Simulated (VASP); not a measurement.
# MnS (F-43m) in VASP: notebook

Aim: see how the results for MnS move with the level of theory and the settings. Levels: SVWN5, PBE, PBE0. Tasks: single point.

Everything below comes from runs of VASP 6.6.1. Logs are shortened: lines on timing, memory, paths and dates and some standing lists are left out, and cuts for length are marked.

### Step 1. The cell of the first run

Symmetry: F-43m, No. 216, cubic system. The conventional cell has a = 4.947 Å, b = 4.947 Å, c = 4.947 Å, α = 90.00°, β = 90.00°, γ = 90.00°. Within 2.8 Å of Mn (site symmetry -43m) lie 4 S at 2.14 Å. S (site symmetry -43m) has 4 Mn at 2.14 Å within 2.8 Å.

### Step 2. Single point, SVWN5, collinear spin, ferromagnetic start

Contents of INCAR:

```
SYSTEM = MnS
ALGO     = Normal         ! electronic algorithm
EDIFF    = 1E-6           ! SCF threshold, eV
ENCUT    = 520            ! plane-wave cutoff, eV
GGA      = VW             ! functional
ISIF     = 2              ! what is computed and relaxed
ISMEAR   = 0              ! smearing method
ISPIN    = 2              ! spin polarisation
LASPH    = .TRUE.         ! aspherical terms in the spheres
LCHARG   = .TRUE.         ! write CHGCAR
LELF     = .TRUE.         ! ELF
LMAXMIX  = 4              ! l up to which the mixer works
LORBIT   = 11             ! projections on sites
LREAL    = .FALSE.        ! projectors in reciprocal space
LVHAR    = .TRUE.       
LWAVE    = .FALSE.        ! write WAVECAR
MAGMOM   = 4 0            ! initial moments
NBANDS   = 20             ! bands
NELM     = 150            ! most SCF steps
PREC     = Accurate       ! precision mode
SIGMA    = 0.02           ! smearing width, eV
```

Contents of KPOINTS:

```
k-points
0
G
  9 9 9
  0 0 0
```

Contents of POSCAR:

```
MnS
1.0
    0.0000000000      2.4734634191      2.4734634191
    2.4734634191      0.0000000000      2.4734634191
    2.4734634191      2.4734634191      0.0000000000
Mn S
1 1
Direct
    0.0000000000      0.0000000000      0.0000000000
    0.7500000000      0.7500000000      0.7500000000
```

Potentials or basis: VASP PAW PBE potentials, release 64 (Mn_pv, S).

On the command line:

```
$ cat potpaw_PBE.64/Mn_pv/POTCAR potpaw_PBE.64/S/POTCAR > POTCAR
$ mpirun -np 1 vasp_std > vasp.out
```

OUTCAR:

```text
SYSTEM = MnS
   EDIFF = 1E-6
   ENCUT = 520
   GGA = VW
   ISIF = 2
   ISMEAR = 0
   ISPIN = 2
   LASPH = .TRUE.
   LORBIT = 11
   LREAL = .FALSE.
   NELM = 150
   PREC = Accurate

 ion  position               nearest neighbor table
   1  0.000  0.000  0.000-   2 2.14   2 2.14   2 2.14   2 2.14
   2  0.750  0.750  0.750-   1 2.14   1 2.14   1 2.14   1 2.14

  LATTYP: Found a face centered cubic cell.
 ALAT       =     4.9469268382

  Lattice vectors:

 A1 = (   0.0000000000,   2.4734634191,   2.4734634191)
 A2 = (   2.4734634191,   0.0000000000,   2.4734634191)
 A3 = (   2.4734634191,   2.4734634191,   0.0000000000)

Analysis of symmetry for initial positions (statically):
=====================================================================
 Subroutine PRICEL returns:
 Original cell was already a primitive cell.

 Routine SETGRP: Setting up the symmetry group for a
 face centered cubic supercell.

 Subroutine GETGRP returns: Found 24 space group operations
 (whereof 24 operations were pure point group operations)
 out of a pool of 48 trial point group operations.

The static configuration has the point symmetry T_d .

Analysis of symmetry for dynamics (positions and initial velocities):
=====================================================================
 Subroutine PRICEL returns:
 Original cell was already a primitive cell.

 Routine SETGRP: Setting up the symmetry group for a
 face centered cubic supercell.

 Subroutine GETGRP returns: Found 24 space group operations
 (whereof 24 operations were pure point group operations)
 out of a pool of 48 trial point group operations.

The dynamic configuration has the point symmetry T_d .

Analysis of structural, dynamic, and magnetic symmetry:
=====================================================================
 Subroutine PRICEL returns:
 Original cell was already a primitive cell.

 Routine SETGRP: Setting up the symmetry group for a
 face centered cubic supercell.

 Subroutine GETGRP returns: Found 24 space group operations
 (whereof 24 operations were pure point group operations)
 out of a pool of 48 trial point group operations.

The overall configuration has the point symmetry T_d .

 Subroutine INISYM returns: Found 24 space group operations
 (whereof 24 operations are pure point group operations),
 and found     1 'primitive' translations

[... 116 lines left out ...]
  Fermi-wavevector in a.u.,A,eV,Ry     =   1.401771  2.648964 26.734947  1.964963
  Thomas-Fermi vector in A             =   2.524600
   LORBIT       =     11    0 simple, 1 ext, 2 COOP (PROOUT), +10 PAW based schemes
   GGA     = VW    functional components
   LHFCALC =     F    Hartree Fock is set to
   AEXX    =    0.0000 exact exchange contribution
   IVDW    =     0    specifies the selected vdW correction
   LEPSILON=     F    determine dielectric tensor
   LRPA    =     F    only Hartree local field effects (RPA)
 spin polarized calculation
 Gauss-broadening in eV      SIGMA  =   0.02
  energy-cutoff  :      520.00
  volume of cell :       30.27
 maximum number of plane-waves:       869
 NGX is ok and might be reduce to    28
   NGX = 13   NGY = 13   NGZ = 13

 number of electron      18.9999987 magnetization       0.2891442

 Free energy of the ion-electron system (eV)
  ---------------------------------------------------
  ext. energy  EPLUGINS =         0.00000000
  ---------------------------------------------------
  free energy    TOTEN  =        13.14872417 eV

  energy without entropy =       13.14907907  energy(sigma->0) =       13.14890162

 E-fermi :   7.1116     XC(G=0): -11.5470

 val. band max:        7.0872383587   @ k =  -0.3333   0.3333   0.1111
 cond. band min:       7.1259061755   @ k =  -0.4444   0.3333   0.1111
 fundamental gap:      0.0386678168
 Fermi energy:         7.1115617806

 spin component 1

 k-point     1 :       0.0000    0.0000    0.0000
  band No.  band energies     occupation
      1     -40.3776      1.00000
      2     -40.3776      1.00000
      3     -40.3776      1.00000
      4      -8.1131      1.00000
      5       2.3914      1.00000
      6       2.3914      1.00000
[... 541 lines left out ...]
     19      24.2944      0.00000
     20      24.2944      0.00000

 [... further k-points ...]

 spin component 2

 k-point     1 :       0.0000    0.0000    0.0000
  band No.  band energies     occupation
      1     -40.0768      1.00000
      2     -40.0768      1.00000
      3     -40.0768      1.00000
      4      -8.0697      1.00000
      5       2.4834      1.00000
      6       2.4834      1.00000
[... 541 lines left out ...]
     19      24.3465      0.00000
     20      24.3465      0.00000

 [... further k-points ...]

------------------------ aborting loop because EDIFF is reached ----------------------------------------

  FORCE on cell =-STRESS in cart. coord.  units (eV):
  Direction    XX          YY          ZZ          XY          YZ          ZX
  --------------------------------------------------------------------------------------
  -------------------------------------------------------------------------------------
  Total       -1.2143618     -1.2143618     -1.2143618      0.0000000      0.0000000     -0.0000000
  in kB      -64.2853775    -64.2853775    -64.2853775      0.0000000      0.0000000     -0.0000000
  external PRESSURE =     -64.2853775 kB  Pullay stress =       0.0000000 kB

 VOLUME and BASIS-vectors are now :
 -----------------------------------------------------------------------------
  energy-cutoff  :      520.00
  volume of cell :       30.27
      direct lattice vectors                 reciprocal lattice vectors
     0.000000000  2.473463419  2.473463419    -0.202145702  0.202145702  0.202145702
     2.473463419  0.000000000  2.473463419     0.202145702 -0.202145702  0.202145702
     2.473463419  2.473463419  0.000000000     0.202145702  0.202145702 -0.202145702

 POSITION                                       TOTAL-FORCE (eV/Angst)
 -----------------------------------------------------------------------------------
      0.00000      0.00000      0.00000        -0.000000     -0.000000     -0.000000
      3.71020      3.71020      3.71020         0.000000      0.000000      0.000000
 -----------------------------------------------------------------------------------
    total drift:                               -0.000000     -0.000000     -0.000000

  FREE ENERGIE OF THE ION-ELECTRON SYSTEM (eV)
  ---------------------------------------------------
  free  energy   TOTEN  =        13.1487241695 eV

  energy  without entropy=       13.1490790667  energy(sigma->0) =       13.14890162

 total charge

# of ion       s       p       d       tot
------------------------------------------
    1        0.357   6.317   5.397  12.070
    2        1.313   2.392   0.000   3.704
--------------------------------------------------
tot          1.669   8.709   5.397  15.775

 magnetization (x)

# of ion       s       p       d       tot
------------------------------------------
    1        0.009   0.004   0.259   0.272
    2       -0.001  -0.002   0.000  -0.003
--------------------------------------------------
tot          0.008   0.002   0.259   0.269
```

OSZICAR:

```text
N       E                     dE             d eps       ncg     rms          rms(c)
DAV:   1     0.187918871690E+03    0.18792E+03   -0.10244E+04  2800   0.102E+03
DAV:   2     0.206438728714E+02   -0.16727E+03   -0.15877E+03  2908   0.297E+02
[... 13 lines left out ...]
DAV:  16     0.131487671362E+02   -0.56695E-05   -0.46787E-06  1828   0.969E-03    0.158E-02
DAV:  17     0.131487505640E+02   -0.16572E-04   -0.54547E-07  1620   0.592E-03    0.115E-02
DAV:  18     0.131487328528E+02   -0.17711E-04   -0.27285E-07  1568   0.389E-03    0.295E-03
DAV:  19     0.131487192244E+02   -0.13628E-04   -0.86832E-08  1520   0.215E-03    0.160E-03
DAV:  20     0.131487233276E+02    0.41033E-05   -0.17568E-08  1492   0.119E-03    0.615E-04
DAV:  21     0.131487241695E+02    0.84187E-06   -0.26194E-09  1496   0.332E-04
   1 F= 0.13148724E+02 E0= 0.13148902E+02  d E =-.354897E-03  mag=     0.2892
```

It took 1.7 min on 1 thread of Intel Xeon 8259CL, shared host; peak memory 0.17 GiB.

Results:

| Item | Value |
| --- | --- |
| Free energy | 13.1487 eV |
| Pressure | -6.4 GPa |
| Net moment | 0.29 μB per cell |
| Site moments | Mn +0.27; S -0.00 μB |
| Valence electrons inside the program's atomic spheres | Mn 12.07; S 3.70 |

Caveat: the cell stands under tension; the PAW data sets were made with another functional, which shifts forces and pressure a little; semilocal functionals often make such compounds metallic where correlation or magnetic order opens a gap, which also shifts bond lengths.

(Continued in part 2 of 2.)
